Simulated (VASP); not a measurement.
# Ta (Im-3m) in VASP: a series of runs

The runs below take Ta through single point, with r2SCAN.

Everything below comes from runs of VASP 6.6.1. Logs are shortened: lines on timing, memory, paths and dates and some standing lists are left out, and cuts for length are marked.

## 1. The cell of the first run

Symmetry: Im-3m, No. 229, cubic system. Conventional cell: a = 3.144 Å, b = 3.144 Å, c = 3.144 Å, α = 90.00°, β = 90.00°, γ = 90.00°. Within 3.6 Å of Ta (site symmetry m-3m) lie 14 Ta at 2.72 to 3.14 Å.

## 2. Single point, r2SCAN

File POSCAR:

```
Ta
1.0
   -1.5720527562      1.5720527562      1.5720527562
    1.5720527562     -1.5720527562      1.5720527562
    1.5720527562      1.5720527562     -1.5720527562
Ta
1
Direct
    0.0000000000      0.0000000000      0.0000000000
```

File INCAR.step1:

```
SYSTEM = Ta
PREC = Accurate
ENCUT = 520
ISMEAR = 0
SIGMA = 0.1
LREAL = .False.
LASPH = .True.
NELM = 80
NBANDS = 12
GGA = PE
ALGO = Normal
EDIFF = 1E-4
LWAVE = .True.
LCHARG = .False.
```

File INCAR.step2:

```
SYSTEM = Ta
PREC = Accurate
ENCUT = 520
EDIFF = 1E-6
ISMEAR = 0
SIGMA = 0.1
LREAL = .False.
LASPH = .True.
NELM = 80
ALGO = Normal
ISIF = 2
LWAVE = .False.
LCHARG = .False.
METAGGA = R2SCAN
LMIXTAU = .True.
NBANDS = 12
ISTART = 1
```

File KPOINTS:

```
regular mesh
0
Gamma
  18 18 18
  0 0 0
```

Potentials or basis: VASP PAW PBE potentials, release 64 (Ta_pv).

Started as:

```console
cat potpaw_PBE.64/Ta_pv/POTCAR > POTCAR
cp INCAR.step1 INCAR
mpirun -np 1 vasp_std > vasp.out
cp INCAR.step2 INCAR
mpirun -np 1 vasp_std > vasp.out
```

OUTCAR:

```text
SYSTEM = Ta
   PREC = Accurate
   ENCUT = 520
   EDIFF = 1E-6
   ISMEAR = 0
   LREAL = .False.
   LASPH = .True.
   NELM = 80
   ISIF = 2
   METAGGA = R2SCAN
   ISTART = 1

 ion  position               nearest neighbor table
   1  0.000  0.000  0.000-

  LATTYP: Found a body centered cubic cell.
 ALAT       =     3.1441055124

  Lattice vectors:

 A1 = (  -1.5720527562,   1.5720527562,   1.5720527562)
 A2 = (   1.5720527562,  -1.5720527562,   1.5720527562)
 A3 = (   1.5720527562,   1.5720527562,  -1.5720527562)

Analysis of symmetry for initial positions (statically):
=====================================================================
 Subroutine PRICEL returns:
 Original cell was already a primitive cell.

 Routine SETGRP: Setting up the symmetry group for a
 body centered cubic supercell.

 Subroutine GETGRP returns: Found 48 space group operations
 (whereof 48 operations were pure point group operations)
 out of a pool of 48 trial point group operations.

The static configuration has the point symmetry O_h .

Analysis of symmetry for dynamics (positions and initial velocities):
=====================================================================
 Subroutine PRICEL returns:
 Original cell was already a primitive cell.

 Routine SETGRP: Setting up the symmetry group for a
 body centered cubic supercell.

 Subroutine GETGRP returns: Found 48 space group operations
 (whereof 48 operations were pure point group operations)
 out of a pool of 48 trial point group operations.

The dynamic configuration has the point symmetry O_h .

 Subroutine INISYM returns: Found 48 space group operations
 (whereof 48 operations are pure point group operations),
 and found     1 'primitive' translations

----------------------------------------------------------------------------------------

                                     Primitive cell

  volume of cell :      15.5404

  direct lattice vectors                    reciprocal lattice vectors
    -1.572052756  1.572052756  1.572052756     0.000000000  0.318055484  0.318055484
     1.572052756 -1.572052756  1.572052756     0.318055484  0.000000000  0.318055484
     1.572052756  1.572052756 -1.572052756     0.318055484  0.318055484  0.000000000

  length of vectors
     2.722875246  2.722875246  2.722875246     0.449798379  0.449798379  0.449798379

  position of ions in fractional coordinates (direct lattice)
     0.000000000  0.000000000  0.000000000

  ion indices of the primitive-cell ions
   primitive index   ion index
                 1           1

----------------------------------------------------------------------------------------

 KPOINTS: regular mesh

Automatic generation of k-mesh.
 Grid dimensions read from file:
 generate k-points for:   18   18   18

 Generating k-lattice:

  Cartesian coordinates                     Fractional coordinates (reciprocal lattice)
     0.000000000  0.017669749  0.017669749     0.055555556  0.000000000  0.000000000
     0.017669749  0.000000000  0.017669749     0.000000000  0.055555556  0.000000000
     0.017669749  0.017669749  0.000000000     0.000000000  0.000000000  0.055555556

  Length of vectors
     0.024988799  0.024988799  0.024988799

  Shift w.r.t. Gamma in fractional coordinates (k-lattice)
     0.000000000  0.000000000  0.000000000

 Subroutine IBZKPT returns following result:
 ===========================================

 Found    195 irreducible k-points:

 Following reciprocal coordinates:
            Coordinates               Weight
  0.000000  0.000000  0.000000      1.000000
  0.055556  0.000000  0.000000     12.000000
  0.111111  0.000000  0.000000     12.000000
  0.166667  0.000000  0.000000     12.000000
  0.222222  0.000000  0.000000     12.000000
  0.277778  0.000000  0.000000     12.000000
[... 16 lines left out ...]
  0.333333  0.111111  0.000000     48.000000
  0.388889  0.111111  0.000000     48.000000
 [... further k-points ...]
   k-points           NKPTS =    195   k-points in BZ     NKDIM =    195   number of bands    NBANDS=     12
   number of dos      NEDOS =    301   number of ions     NIONS =      1
   total plane-waves  NPLWV =   8000
   dimension x,y,z NGX =    20 NGY =   20 NGZ =   20
   dimension x,y,z NGXF=    40 NGYF=   40 NGZF=   40
   ions per type =               1
   NGX,Y,Z   is equivalent  to a cutoff of  12.21, 12.21, 12.21 a.u.
   NGXF,Y,Z  is equivalent  to a cutoff of  24.42, 24.42, 24.42 a.u.
 SYSTEM =  Ta
   PREC   = accura    normal or accurate (medium, high low for compatibility)
   ISTART =      1    job   : 0-new  1-cont  2-samecut
   ICHARG =      0    charge: 1-file 2-atom 10-const
   ISPIN  =      1    spin polarized calculation?
   LNONCOLLINEAR =      F non collinear calculations
   LSORBIT =      F    spin-orbit coupling
   LASPH  =      T    aspherical Exc in radial PAW
   ENCUT  =  520.0 eV  38.22 Ry    6.18 a.u.   5.06  5.06  5.06*2*pi/ulx,y,z
   NELM   =     80;   NELMIN=  2; NELMDL=  0     # of ELM steps
   EDIFF  = 0.1E-05   stopping-criterion for ELM
   LREAL  =      F    real-space projection
   EDIFFG = 0.1E-04   stopping-criterion for IOM
   NSW    =      0    number of steps for IOM
   IBRION =     -1    ionic relax: 0-MD 1-quasi-New 2-CG
   NFREE  =      0    steps in history (QN), initial steepest desc. (CG)
   ISIF   =      2    stress and relaxation
   ISYM   =      2    0-nonsym 1-usesym 2-fastsym
   POTIM  = 0.5000    time-step for ionic-motion
   TEBEG  =    0.0;   TEEND  =   0.0 temperature during run
   PSTRESS=    0.0 pullay stress
   NELECT =      11.0000    total number of electrons
   NUPDOWN=      -1.0000    fix difference up-down
   EMIN   =  10.00;   EMAX   =-10.00  energy-range for DOS
   EFERMI =   0.00;   METHOD = LEGACY
   ISMEAR =     0;   SIGMA  =   0.10  broadening in eV -4-tet -1-fermi 0-gaus
   EFERMI_NEDOS =   21; number of points for ismear=-14 and -15
   IALGO  =     38    algorithm
   IMIX   =      4    mixing-type and parameters
     AMIX     =   0.40;   BMIX     =  1.00
     AMIX_MAG =   1.60;   BMIX_MAG =  1.00
  volume/ion in A,a.u.               =      15.54       104.87
  Fermi-wavevector in a.u.,A,eV,Ry     =   1.458989  2.757089 28.962017  2.128648
  Thomas-Fermi vector in A             =   2.575609
   LORBIT       =      0    0 simple, 1 ext, 2 COOP (PROOUT), +10 PAW based schemes
   METAGGA = R2SCAN    functional components
   LHFCALC =     F    Hartree Fock is set to
   AEXX    =    0.0000 exact exchange contribution
   IVDW    =     0    specifies the selected vdW correction
   LEPSILON=     F    determine dielectric tensor
   LRPA    =     F    only Hartree local field effects (RPA)
 non-spin polarized calculation
 Gauss-broadening in eV      SIGMA  =   0.10
  energy-cutoff  :      520.00
  volume of cell :       15.54
 maximum number of plane-waves:       432
   NGX = 11   NGY = 11   NGZ = 11

 number of electron      11.0000003 magnetization

 Free energy of the ion-electron system (eV)
  ---------------------------------------------------
  ext. energy  EPLUGINS =         0.00000000
  ---------------------------------------------------
  free energy    TOTEN  =       -48.29234733 eV

  energy without entropy =      -48.28680171  energy(sigma->0) =      -48.28957452

 E-fermi :   6.5575     XC(G=0): -14.6544

 val. band max:        6.5560920764   @ k =  -0.3333   0.3333   0.0556
 cond. band min:       6.5697678955   @ k =  -0.3889   0.4444   0.1667
 fundamental gap:      0.0136758192
 Fermi energy:         6.5574630190

 k-point     1 :       0.0000    0.0000    0.0000
  band No.  band energies     occupation
      1     -27.0189      2.00000
      2     -27.0189      2.00000
      3     -27.0189      2.00000
      4      -2.2727      2.00000
      5       7.3894      0.00000
      6       7.3894      0.00000
      7       7.3894      0.00000
      8      11.4215      0.00000
      9      11.4215      0.00000
     10      19.3879      0.00000
     11      23.0836      0.00000
     12      23.0836      0.00000

 k-point     2 :       0.0556    0.0000    0.0000
  band No.  band energies     occupation
      1     -27.0863      2.00000
      2     -27.0384      2.00000
      3     -27.0195      2.00000
      4      -2.0974      2.00000
      5       7.2706      0.00000
      6       7.3546      0.00000
      7       7.5596      0.00000
      8      11.2153      0.00000
      9      11.4176      0.00000
     10      19.3879      0.00000
     11      23.2497      0.00000
     12      23.3832      0.00000

 k-point     3 :       0.1111    0.0000    0.0000
  band No.  band energies     occupation
      1     -27.2768      2.00000
      2     -27.0940      2.00000
      3     -27.0214      2.00000
      4      -1.5952      2.00000
      5       6.9454      0.00000
      6       7.2093      0.00000
      7       8.0642      0.00000
      8      10.7999      0.00000
      9      11.4181      0.00000
     10      19.3878      0.00000
     11      23.6810      0.00000
     12      24.2489      0.00000

 k-point     4 :       0.1667    0.0000    0.0000
  band No.  band energies     occupation
      1     -27.5595      2.00000
      2     -27.1783      2.00000
      3     -27.0243      2.00000
      4      -0.8402      2.00000
      5       6.4887      1.66884
      6       6.8968      0.00000
      7       8.8860      0.00000
      8      10.5397      0.00000
      9      11.4527      0.00000
     10      19.3879      0.00000
     11      24.1261      0.00000
     12      25.5996      0.00000

 k-point     5 :       0.2222    0.0000    0.0000
  band No.  band energies     occupation
      1     -27.8926      2.00000
      2     -27.2800      2.00000
      3     -27.0279      2.00000
      4       0.0311      2.00000
      5       5.9831      2.00000
      6       6.5241      1.36254
      7       9.9954      0.00000
      8      10.5907      0.00000
      9      11.5529      0.00000
     10      19.3878      0.00000
     11      24.0739      0.00000
     12      26.8231      0.00000
[... 228 lines left out ...]
      1     -28.2735      2.00000
      2     -27.4116      2.00000
      3     -27.1106      2.00000
      4       1.2476      2.00000
      5       5.4701      2.00000
      6       5.9581      2.00000
      7      10.3452      0.00000
      8      12.0442      0.00000
      9      12.2589      0.00000
     10      19.3879      0.00000
     11      23.5778      0.00000
     12      25.8103      0.00000

 k-point    22 :       0.2778    0.1111    0.0000
  band No.  band energies     occupation
      1     -28.5328      2.00000
      2     -27.5312      2.00000
      3     -27.1182      2.00000
      4       1.7292      2.00000
      5       5.1005      2.00000
      6       6.2248      2.00000
      7      10.7224      0.00000
      8      12.4417      0.00000
      9      13.5761      0.00000
     10      19.3878      0.00000
     11      22.3630      0.00000
     12      24.5573      0.00000

 k-point    23 :       0.3333    0.1111    0.0000
  band No.  band energies     occupation
      1     -28.7373      2.00000
      2     -27.6289      2.00000
      3     -27.1236      2.00000
      4       1.8465      2.00000
      5       4.8319      2.00000
      6       6.9276      0.00000
      7      11.0850      0.00000
      8      12.6205      0.00000
      9      15.0894      0.00000
     10      19.3877      0.00000
     11      21.4295      0.00000
     12      22.9505      0.00000

 k-point    24 :       0.3889    0.1111    0.0000
  band No.  band energies     occupation
      1     -28.8679      2.00000
      2     -27.6925      2.00000
      3     -27.1270      2.00000
      4       1.8045      2.00000
      5       4.6666      2.00000
      6       7.6950      0.00000
      7      11.2070      0.00000
      8      12.8707      0.00000
      9      16.3298      0.00000
     10      19.3876      0.00000
     11      20.8258      0.00000
     12      21.6588      0.00000

 [... further k-points ...]
[... 5 lines left out ...]
  --------------------------------------------------------------------------------------
  -------------------------------------------------------------------------------------
  Total        3.9982868      3.9982868      3.9982868      0.0000000     -0.0000000      0.0000000
  in kB      412.2144246    412.2144246    412.2144246      0.0000000     -0.0000000      0.0000000
  external PRESSURE =     412.2144246 kB  Pullay stress =       0.0000000 kB

 VOLUME and BASIS-vectors are now :
 -----------------------------------------------------------------------------
  energy-cutoff  :      520.00
  volume of cell :       15.54
      direct lattice vectors                 reciprocal lattice vectors
    -1.572052756  1.572052756  1.572052756     0.000000000  0.318055484  0.318055484
     1.572052756 -1.572052756  1.572052756     0.318055484  0.000000000  0.318055484
     1.572052756  1.572052756 -1.572052756     0.318055484  0.318055484  0.000000000

 POSITION                                       TOTAL-FORCE (eV/Angst)
 -----------------------------------------------------------------------------------
      0.00000      0.00000      0.00000        -0.000000      0.000000      0.000000
 -----------------------------------------------------------------------------------
    total drift:                                0.000000      0.000000      0.000000

  FREE ENERGIE OF THE ION-ELECTRON SYSTEM (eV)
  ---------------------------------------------------
  free  energy   TOTEN  =       -48.2923473297 eV

  energy  without entropy=      -48.2868017122  energy(sigma->0) =      -48.28957452
```

Wall time 2.9 min (1 thread of Intel Xeon 8259CL, shared host); peak memory 0.16 GiB.

What came out:

```
Free energy            : -48.2923 eV
Pressure               : 41.2 GPa
Band gap on the k mesh : zero (an odd number of electrons rules out a gap without spin polarisation)
```

Caveat: the cell stands under pressure; the PAW data sets were made with another functional, which shifts forces and pressure a little; spin-orbit coupling is left out, which moves the levels of the heavy elements.

## 3. Single point, r2SCAN

This run uses another cell than the first one, of 16.57 Å³/atom.

File POSCAR:

```
Ta
1.0
   -1.6060217913      1.6060217913      1.6060217913
    1.6060217913     -1.6060217913      1.6060217913
    1.6060217913      1.6060217913     -1.6060217913
Ta
1
Direct
    0.0000000000      0.0000000000      0.0000000000
```

File INCAR.step1:

```
PREC = Accurate ; ENCUT = 520
ISMEAR = 0 ; SIGMA = 0.1
LREAL = F ; LASPH = T
NELM = 100 ; NBANDS = 12
GGA = PE ; ALGO = Normal
EDIFF = 1E-4 ; LWAVE = T
LCHARG = F
```

File INCAR.step2:

```
PREC = Accurate ; ENCUT = 520
EDIFF = 1E-6 ; ISMEAR = 0
SIGMA = 0.1 ; LREAL = F
LASPH = T ; NELM = 100
ALGO = Normal ; ISIF = 2
LWAVE = F ; LCHARG = T
METAGGA = R2SCAN ; LMIXTAU = T
LELF = T ; LVHAR = T
NBANDS = 12 ; ISTART = 1
```

File KPOINTS:

```
Automatic mesh
0
Gamma
  18 18 18
```

Potentials or basis: VASP PAW PBE potentials, release 64 (Ta_pv).

Started as:

```console
cat potpaw_PBE.64/Ta_pv/POTCAR > POTCAR
cp INCAR.step1 INCAR
mpirun -np 1 vasp_std > vasp.out
cp INCAR.step2 INCAR
mpirun -np 1 vasp_std > vasp.out
```

Run time: 2.8 min. Hardware: 1 thread of Intel Xeon 8259CL, shared host; peak memory 0.18 GiB.

Results (log left out):

```
Free energy            : -48.4891 eV
Pressure               : 21.0 GPa
Band gap on the k mesh : zero (an odd number of electrons rules out a gap without spin polarisation)
```

Levels at points of the mesh, in eV from the Fermi level:
```tsv
k point	band 1	band 2	band 3	band 4	band 5	band 6	band 7	band 8	band 9	band 10
(0.00, 0.00, 0.00)	-33.88	-33.88	-33.88	-8.65	0.82	0.82	0.82	4.62	4.62	16.18
(0.50, 0.00, 0.00)	-35.49	-34.38	-33.89	-4.97	-1.85	1.92	4.56	5.72	8.94	12.50
(0.50, 0.50, 0.50)	-34.98	-34.98	-34.98	-4.51	-4.51	7.82	7.82	7.82	9.86	9.86
```

Caveat: the cell stands under pressure; the PAW data sets were made with another functional, which shifts forces and pressure a little; spin-orbit coupling is left out, which moves the levels of the heavy elements.

(Continued in part 2 of 2.)
